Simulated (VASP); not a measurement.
Set up this calculation in VASP 6.6.1, as the native input.

```yaml
Task: relaxation of cell and atoms
Functional: PBE
Potentials_or_basis: VASP PAW PBE potentials, release 64 (Ti_sv, C)
Cutoff: 600 eV
k_mesh: 3 × 3 × 6
Occupations: gaussian, width 0.1 eV
Spin: no spin polarisation
Dipole_correction: no
Further_INCAR_settings: ALGO = Normal; EDIFF = 1e-06; IBRION = 2; EDIFFG = -0.04; NSW = 90; ISIF = 3
```

The structure of Ti6C lies in POSCAR:

```
Ti6C
1.0
    7.5921274558      0.0000000000      0.0000000000
   -3.7960637279      6.5749752455      0.0000000000
    0.0000000000      0.0000000000      2.5104428961
Ti C
6 1
Direct
    0.3165984453      0.0000000000      0.5000000000
    0.0000000000      0.3165984453      0.5000000000
    0.6834015547      0.6834015547      0.5000000000
    0.6834015547      0.0000000000      0.5000000000
    0.0000000000      0.6834015547      0.5000000000
    0.3165984453      0.3165984453      0.5000000000
    0.0000000000      0.0000000000      0.0000000000
```

The cell was generated, and may not be a known phase.

The input as run:

INCAR

```
ALGO = Normal
EDIFF = 1E-6
EDIFFG = -0.04
ENCUT = 600
GGA = PE
IBRION = 2
ISIF = 3
ISMEAR = 0
LASPH = True
LCHARG = False
LREAL = False
LWAVE = False
NELM = 80
NSW = 90
PREC = Accurate
SIGMA = 0.1
```

KPOINTS

```
k-points
0
Gamma
  3 3 6
```

Potentials or basis: VASP PAW PBE potentials, release 64 (Ti_sv, C).

Run with:

```console
$ cat potpaw_PBE.64/Ti_sv/POTCAR potpaw_PBE.64/C/POTCAR > POTCAR
$ mpirun -np 1 vasp_std > vasp.out
```

It gave:

```yaml
Relaxed_volume: 18.10 Å³/atom
Relaxed_cell: a = 7.610 Å, b = 7.610 Å, c = 2.527 Å, α = 90.00°, β = 90.00°, γ = 120.00°
Space_group_after_relaxing_to_0.1_Å: P6/mmm (No. 191)
Energy_gained_by_relaxing: 4.2 meV/atom
Ionic_steps: 5
Pressure_after_relaxing: 0.0 GPa
Band_gap_on_the_k_mesh: zero (bands 38 and 39 overlap by 1.20 eV)
```

Caveat: the k points lie up to 0.41 Å⁻¹ apart in the final cell, too coarse for converged energies and pressures of a metal.

It took 3.1 min on 1 thread of Intel(R) Xeon(R) 6975P-C (Granite Rapids), on a shared host, peak memory 0.31 GiB.
